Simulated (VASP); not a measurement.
Write the native input for VASP 6.6.1 that does the following.

| Property | Result |
| --- | --- |
| Task | single point |
| Functional | LDA |
| Potentials or basis | VASP PAW LDA potentials, release 64 (Ti_sv, Se, H) |
| Cutoff | 520 eV |
| k mesh | 2 × 2 × 1 |
| Occupations | fermi-dirac, width 0.05 eV |
| Spin | no spin polarisation |
| Dipole correction | no |
| Further INCAR settings | ALGO = Normal; EDIFF = 1e-06; NBANDS = 68 |

The structure of Ti3HSe3 lies in POSCAR:

```
Ti3HSe3
1.0
    5.9394410000      0.0000000000      0.0000000000
   -2.9697210000      6.9790320000      0.0000000000
    0.0000000000      0.0000000000     16.5705590000
Ti Se H
6 6 2
Direct
    0.0000000000      0.0000000000      0.0603479943
    0.8161576765      0.5176649140      0.1245160166
    0.5598515430      0.0413524397      0.1401340776
    0.3037504148      0.5967589775      0.2160397848
    0.1504078368      0.1310353642      0.2082911023
    0.8820776799      0.6203439102      0.2825131005
    0.2158804371      0.7650917778      0.0854225859
    0.3896830476      0.2730894485      0.0753505057
    0.7739164404      0.8103559347      0.1809896697
    0.8870793029      0.3214629192      0.2304327814
    0.3422298313      0.8971731323      0.2807207651
    0.4312821336      0.3956852469      0.3074790657
    0.7872759738      0.7134943643      0.3801501205
    0.9197676568      0.8075188651      0.3686719319
```

One way to write it, as run:

INCAR

```
SYSTEM = Ti3HSe3
PREC = Accurate
ENCUT = 520
EDIFF = 1E-6
ISMEAR = -1
SIGMA = 0.05
LREAL = .FALSE.
LASPH = .TRUE.
NELM = 100
ALGO = Normal
ISIF = 2
LWAVE = .FALSE.
LCHARG = .FALSE.
NBANDS = 68
```

KPOINTS

```
regular mesh
0
G
  2 2 1
  0 0 0
```

Potentials or basis: VASP PAW LDA potentials, release 64 (Ti_sv, Se, H).

Launch:

```sh
$ cat potpaw_LDA.64/Ti_sv/POTCAR potpaw_LDA.64/Se/POTCAR potpaw_LDA.64/H/POTCAR > POTCAR
$ mpirun -np 1 vasp_std > vasp.out
```

Results of the run:

| Property | Result |
| --- | --- |
| Largest force | 1.568 eV/Å |
| Band gap on the k mesh | zero (filled and empty bands touch) |

Caveat: the k points lie up to 0.57 Å⁻¹ apart; there is no dipole correction, which matters where the two faces differ.

Run time: 8.3 min on 1 thread of Intel(R) Xeon(R) Platinum 8259CL CPU @ 2.50GHz (Skylake/Cascade Lake), on a shared host, peak memory 0.6 GiB.
